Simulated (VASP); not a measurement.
# H2C18O in VASP: single point with LDA

Aim: the single point of H2C18O with LDA.

All numbers are computed with VASP 6.6.1; they aren't measurements. Logs are shortened: lines on timing, memory, paths and dates and some standing lists are left out, and cuts for length are marked.

**1. The cell of the first run**

The cell holds a slab with vacuum, 21 atoms: a = 7.398 Å, b = 7.398 Å, c = 11.000 Å, α = 90.00°, β = 90.00°, γ = 120.00°.

**2. Single point, LDA**

INCAR reads:

```
PREC     = Accurate       # precision mode
ENCUT    = 1000           # plane-wave cutoff, eV
EDIFF    = 1E-6           # SCF threshold, eV
ISMEAR   = -1             # smearing method
SIGMA    = 0.05           # smearing width, eV
LREAL    = Auto         
LASPH    = T              # aspherical terms in the spheres
NELM     = 120            # most SCF steps
ALGO     = Normal         # electronic algorithm
ISIF     = 2              # what is computed and relaxed
LWAVE    = F              # write WAVECAR
LCHARG   = F              # write CHGCAR
NBANDS   = 56             # bands
GGA_COMPAT= F            
NELMDL   = -8
```

KPOINTS reads:

```
Automatic mesh
0
Gamma
  2 2 1
```

POSCAR reads:

```
H2C18O
1.0
    7.3980000000      0.0000000000      0.0000000000
   -3.6990000000      6.4068560000      0.0000000000
    0.0000000000      0.0000000000     11.0000000000
C O H
18 1 2
Direct
   -0.0012932776     -0.0000686199      0.0758225577
    0.2211678021      0.1111979329      0.0757313995
   -0.0005836690      0.3327193316      0.0755842114
    0.2204226837      0.4433071800      0.0757787989
   -0.0016901261      0.6654218146      0.0755434995
    0.2216792788      0.7770994129      0.0756070293
    0.3328651373     -0.0004961358      0.0756630822
    0.5535809349      0.1098095339      0.0755886714
    0.3316318097      0.3319953699      0.0757879343
    0.5547967146      0.4436326637      0.0756291788
    0.3321107321      0.6665729041      0.0756809257
    0.5543956913      0.7777804381      0.0757613854
    0.6648045404     -0.0014113594      0.0757281907
    0.8880175746      0.1102130650      0.0757821294
    0.6651776128      0.3330812525      0.0753795509
    0.8875597352      0.4442626166      0.0751807579
    0.6660473370      0.6660806501      0.0757530569
    0.8868657713      0.7766120954      0.0757715039
    1.0227907570      0.5262181299      0.3564382340
    1.0234532537      0.4042744731      0.3240657111
    0.9990474061      0.5892900508      0.2849949909
```

Potentials or basis: VASP PAW LDA potentials, release 64 (C_h, O_h, H_h).

The run is started by

```console
cat potpaw_LDA.64/C_h/POTCAR potpaw_LDA.64/O_h/POTCAR potpaw_LDA.64/H_h/POTCAR > POTCAR
mpirun -np 1 vasp_std > vasp.out
```

OUTCAR:

```text
PREC = Accurate
   ENCUT = 1000
   EDIFF = 1E-6
   ISMEAR = -1
   LREAL = Auto
   LASPH = T
   NELM = 120
   ISIF = 2
   NELMDL = -8

 ion  position               nearest neighbor table
   1  0.999  1.000  0.076-  14 1.42   2 1.43  18 1.43
   2  0.221  0.111  0.076-   9 1.41   1 1.43   7 1.43
   3  0.999  0.333  0.076-   4 1.42  14 1.43  16 1.43
   4  0.220  0.443  0.076-   3 1.42   9 1.43  11 1.43
   5  0.998  0.665  0.076-  16 1.42  18 1.43   6 1.43
   6  0.222  0.777  0.076-  11 1.42   7 1.42   5 1.43
[... 10 lines left out ...]
  17  0.666  0.666  0.076-  18 1.41  10 1.43  12 1.43
  18  0.887  0.777  0.076-  17 1.41   5 1.43   1 1.43
  19  0.023  0.526  0.356-  20 0.97  21 0.97
  20  0.023  0.404  0.324-  19 0.97
  21  0.999  0.589  0.285-  19 0.97

  LATTYP: Found a hexagonal cell.
 ALAT       =     7.3980000000
 C/A-ratio  =     1.4868883482

  Lattice vectors:

 A1 = (   7.3980000000,   0.0000000000,   0.0000000000)
 A2 = (  -3.6990000000,   6.4068560000,   0.0000000000)
 A3 = (   0.0000000000,   0.0000000000,  11.0000000000)

Analysis of symmetry for initial positions (statically):
=====================================================================
 Subroutine PRICEL returns:
 Original cell was already a primitive cell.

 Routine SETGRP: Setting up the symmetry group for a
 hexagonal supercell.

 Subroutine GETGRP returns: Found  1 space group operations
 (whereof  1 operations were pure point group operations)
 out of a pool of 24 trial point group operations.

The static configuration has the point symmetry C_1 .

Analysis of symmetry for dynamics (positions and initial velocities):
=====================================================================
 Subroutine PRICEL returns:
 Original cell was already a primitive cell.

 Routine SETGRP: Setting up the symmetry group for a
 hexagonal supercell.

 Subroutine GETGRP returns: Found  1 space group operations
 (whereof  1 operations were pure point group operations)
 out of a pool of 24 trial point group operations.

The dynamic configuration has the point symmetry C_1 .

 Subroutine INISYM returns: Found  1 space group operations
 (whereof  1 operations are pure point group operations),
 and found     1 'primitive' translations

----------------------------------------------------------------------------------------

                                     Primitive cell

  volume of cell :     521.3771

  direct lattice vectors                    reciprocal lattice vectors
     7.398000000  0.000000000  0.000000000     0.135171668  0.078041398  0.000000000
    -3.699000000  6.406856000  0.000000000     0.000000000  0.156082796  0.000000000
     0.000000000  0.000000000 11.000000000     0.000000000  0.000000000  0.090909091

  length of vectors
     7.398000000  7.398000054 11.000000000     0.156082797  0.156082796  0.090909091

  position of ions in fractional coordinates (direct lattice)
     0.998706722  0.999931380  0.075822558
     0.221167802  0.111197933  0.075731400
     0.999416331  0.332719332  0.075584211
     0.220422684  0.443307180  0.075778799
     0.998309874  0.665421815  0.075543500
     0.221679279  0.777099413  0.075607029
[... 13 lines left out ...]
     0.023453254  0.404274473  0.324065711
     0.999047406  0.589290051  0.284994991

  ion indices of the primitive-cell ions
   primitive index   ion index
                 1           1
                 2           2
                 3           3
                 4           4
                 5           5
                 6           6
[... 13 lines left out ...]
                20          20
                21          21

----------------------------------------------------------------------------------------

 KPOINTS: Automatic mesh

Automatic generation of k-mesh.
 Grid dimensions read from file:
 generate k-points for:    2    2    1

 Generating k-lattice:

  Cartesian coordinates                     Fractional coordinates (reciprocal lattice)
     0.067585834  0.039020699  0.000000000     0.500000000 -0.000000000  0.000000000
     0.000000000  0.078041398  0.000000000     0.000000000  0.500000000  0.000000000
     0.000000000  0.000000000  0.090909091     0.000000000  0.000000000  1.000000000

  Length of vectors
     0.078041399  0.078041398  0.090909091

  Shift w.r.t. Gamma in fractional coordinates (k-lattice)
     0.000000000  0.000000000  0.000000000

 Subroutine IBZKPT returns following result:
 ===========================================

 Found      4 irreducible k-points:

 Following reciprocal coordinates:
            Coordinates               Weight
  0.000000  0.000000  0.000000      1.000000
  0.500000 -0.000000  0.000000      1.000000
  0.000000  0.500000  0.000000      1.000000
  0.500000  0.500000  0.000000      1.000000
   k-points           NKPTS =      4   k-points in BZ     NKDIM =      4   number of bands    NBANDS=     56
   number of dos      NEDOS =    301   number of ions     NIONS =     21
   total plane-waves  NPLWV = 768000
   dimension x,y,z NGX =    80 NGY =   80 NGZ =  120
   dimension x,y,z NGXF=   160 NGYF=  160 NGZF=  240
   ions per type =              18   1   2
   NGX,Y,Z   is equivalent  to a cutoff of  17.98, 17.98, 18.14 a.u.
   NGXF,Y,Z  is equivalent  to a cutoff of  35.95, 35.95, 36.27 a.u.
 SYSTEM =  unknown system
   PREC   = accura    normal or accurate (medium, high low for compatibility)
   ISTART =      0    job   : 0-new  1-cont  2-samecut
   ICHARG =      2    charge: 1-file 2-atom 10-const
   ISPIN  =      1    spin polarized calculation?
   LNONCOLLINEAR =      F non collinear calculations
   LSORBIT =      F    spin-orbit coupling
   LASPH  =      T    aspherical Exc in radial PAW
   ENCUT  = 1000.0 eV  73.50 Ry    8.57 a.u.  19.08 19.08 28.36*2*pi/ulx,y,z
   NELM   =    120;   NELMIN=  2; NELMDL= -8     # of ELM steps
   EDIFF  = 0.1E-05   stopping-criterion for ELM
   LREAL  =      T    real-space projection
   EDIFFG = 0.1E-04   stopping-criterion for IOM
   NSW    =      0    number of steps for IOM
   IBRION =     -1    ionic relax: 0-MD 1-quasi-New 2-CG
   NFREE  =      0    steps in history (QN), initial steepest desc. (CG)
   ISIF   =      2    stress and relaxation
   ISYM   =      2    0-nonsym 1-usesym 2-fastsym
   POTIM  = 0.5000    time-step for ionic-motion
   TEBEG  =    0.0;   TEEND  =   0.0 temperature during run
   PSTRESS=    0.0 pullay stress
   NELECT =      80.0000    total number of electrons
   NUPDOWN=      -1.0000    fix difference up-down
   EMIN   =  10.00;   EMAX   =-10.00  energy-range for DOS
   EFERMI =   0.00;   METHOD = LEGACY
   ISMEAR =    -1;   SIGMA  =   0.05  broadening in eV -4-tet -1-fermi 0-gaus
   EFERMI_NEDOS =   21; number of points for ismear=-14 and -15
   IALGO  =     38    algorithm
   IMIX   =      4    mixing-type and parameters
     AMIX     =   0.40;   BMIX     =  1.00
     AMIX_MAG =   1.60;   BMIX_MAG =  1.00
  volume/ion in A,a.u.               =      24.83       167.54
  Fermi-wavevector in a.u.,A,eV,Ry     =   0.876437  1.656226 10.451210  0.768142
  Thomas-Fermi vector in A             =   1.996247
   LORBIT       =      0    0 simple, 1 ext, 2 COOP (PROOUT), +10 PAW based schemes
   GGA     = CA    functional components
   LHFCALC =     F    Hartree Fock is set to
   AEXX    =    0.0000 exact exchange contribution
   IVDW    =     0    specifies the selected vdW correction
   LEPSILON=     F    determine dielectric tensor
   LRPA    =     F    only Hartree local field effects (RPA)
 non-spin polarized calculation
  energy-cutoff  :     1000.00
  volume of cell :      521.38
 maximum number of plane-waves:     37478
 NGX is ok and might be reduce to    80
   NGX = 39   NGY = 39   NGZ = 57

 number of electron      80.0000000 magnetization

 Free energy of the ion-electron system (eV)
  ---------------------------------------------------
  ext. energy  EPLUGINS =         0.00000000
  ---------------------------------------------------
  free energy    TOTEN  =      -196.30240665 eV

  energy without entropy =     -196.24725999  energy(sigma->0) =     -196.27483332

 E-fermi :  -1.6977     XC(G=0):  -4.5329

 val. band max:       -1.7445619821   @ k =   0.0000   0.0000   0.0000
 cond. band min:      -1.6479356269   @ k =   0.0000   0.0000   0.0000
 fundamental gap:      0.0966263552
 Fermi energy:        -1.6977052043

 k-point     1 :       0.0000    0.0000    0.0000
  band No.  band energies     occupation
      1     -21.7107      2.00000
      2     -20.9829      2.00000
      3     -18.4663      2.00000
      4     -18.4478      2.00000
      5     -18.4369      2.00000
      6     -18.4161      2.00000
[... 44 lines left out ...]
     51       4.2552      0.00000
     52       4.6509      0.00000

 k-point     2 :       0.5000   -0.0000    0.0000
  band No.  band energies     occupation
      1     -21.7090      2.00000
      2     -20.3484      2.00000
      3     -20.3242      2.00000
      4     -19.0773      2.00000
      5     -19.0304      2.00000
      6     -16.6067      2.00000
[... 44 lines left out ...]
     51       4.4444      0.00000
     52       4.6119      0.00000

 k-point     3 :       0.0000    0.5000    0.0000
  band No.  band energies     occupation
      1     -21.7090      2.00000
      2     -20.3424      2.00000
      3     -20.3306      2.00000
      4     -19.0754      2.00000
      5     -19.0320      2.00000
      6     -16.6007      2.00000
[... 44 lines left out ...]
     51       4.4224      0.00000
     52       4.6122      0.00000

 k-point     4 :       0.5000    0.5000    0.0000
  band No.  band energies     occupation
      1     -21.7089      2.00000
      2     -20.3414      2.00000
      3     -20.3317      2.00000
      4     -19.0768      2.00000
      5     -19.0305      2.00000
      6     -16.6028      2.00000
[... 44 lines left out ...]
     51       4.4671      0.00000
     52       4.6032      0.00000
 [bands above 52 left out]

------------------------ aborting loop because EDIFF is reached ----------------------------------------

  FORCE on cell =-STRESS in cart. coord.  units (eV):
  Direction    XX          YY          ZZ          XY          YZ          ZX
  --------------------------------------------------------------------------------------
  -------------------------------------------------------------------------------------
  Total       -9.2976873     -9.3170298     -0.0950081     -0.2060261     -0.0187224      0.0602546
  in kB      -28.5715329    -28.6309721     -0.2919571     -0.6331125     -0.0575333      0.1851608
  external PRESSURE =     -19.1648207 kB  Pullay stress =       0.0000000 kB

 VOLUME and BASIS-vectors are now :
 -----------------------------------------------------------------------------
  energy-cutoff  :     1000.00
  volume of cell :      521.38
      direct lattice vectors                 reciprocal lattice vectors
     7.398000000  0.000000000  0.000000000     0.135171668  0.078041398  0.000000000
    -3.699000000  6.406856000  0.000000000     0.000000000  0.156082796  0.000000000
     0.000000000  0.000000000 11.000000000     0.000000000  0.000000000  0.090909091

 POSITION                                       TOTAL-FORCE (eV/Angst)
 -----------------------------------------------------------------------------------
      3.68969      6.40642      0.83405         0.004965     -0.012382     -0.000238
      1.22488      0.71243      0.83305        -0.000496     -0.021586      0.000017
      6.16295      2.13168      0.83143         0.016211     -0.004148     -0.001405
     -0.00911      2.84021      0.83357        -0.007816     -0.012917      0.000118
      4.92410      4.26326      0.83098        -0.007171     -0.010743      0.000576
     -1.23451      4.97876      0.83168         0.005331      0.004941     -0.000213
[... 13 lines left out ...]
     -1.32190      2.59013      3.56472         0.038649     -0.051469      0.013845
      5.21117      3.77550      3.13494        -0.047937      0.054413     -0.058050
 -----------------------------------------------------------------------------------
    total drift:                                0.001084     -0.001147      0.000610

  FREE ENERGIE OF THE ION-ELECTRON SYSTEM (eV)
  ---------------------------------------------------
  free  energy   TOTEN  =      -196.3024066550 eV

  energy  without entropy=     -196.2472599941  energy(sigma->0) =     -196.27483332
```

Run time: 18 min. Hardware: 1 thread of Intel Xeon Platinum 8175M at 2.50GHz (Skylake/Cascade Lake), shared host; peak memory 1 GiB.

What came out:

```yaml
Free_energy: -196.3024 eV
Largest_force: 0.093 eV/Å
Band_gap_on_the_k_mesh: 0.10 eV
```

Forces on the atoms (eV/Å):
```
C    0.005 -0.012  0.000
C    0.000 -0.022  0.000
C    0.016 -0.004 -0.001
C   -0.008 -0.013  0.000
C   -0.007 -0.011  0.001
C    0.005  0.005  0.000
C   -0.019 -0.008  0.000
C    0.008  0.013  0.000
C   -0.001  0.015  0.000
C   -0.008  0.004  0.000
C   -0.008  0.005 -0.001
C    0.012 -0.003  0.000
C    0.008  0.003  0.000
C   -0.004  0.002  0.000
C    0.004 -0.006  0.001
C   -0.008  0.014  0.001
C   -0.007  0.004  0.000
C    0.000  0.013  0.000
O    0.021 -0.001  0.045
H    0.039 -0.051  0.014
H   -0.048  0.054 -0.058
```

Levels at points of the mesh, in eV from the valence-band top:
```
           k point  band 36  band 37  band 38  band 39  band 40  band 41  band 42  band 43  band 44  band 45
(0.00, 0.00, 0.00)    -2.99    -2.97    -2.25    -0.02     0.00     0.10     0.11     3.33     4.79     4.83
(0.50, 0.00, 0.00)    -2.63    -2.59    -2.57    -2.33    -2.18     1.67     2.50     2.53     2.55     2.58
(0.00, 0.50, 0.00)    -2.63    -2.60    -2.57    -2.32    -2.19     1.67     2.50     2.53     2.55     2.58
(0.50, 0.50, 0.00)    -2.63    -2.59    -2.58    -2.31    -2.21     1.68     2.50     2.53     2.56     2.57
```

Caveat: the k points lie up to 0.49 Å⁻¹ apart; there is no dipole correction, which matters where the two faces differ.
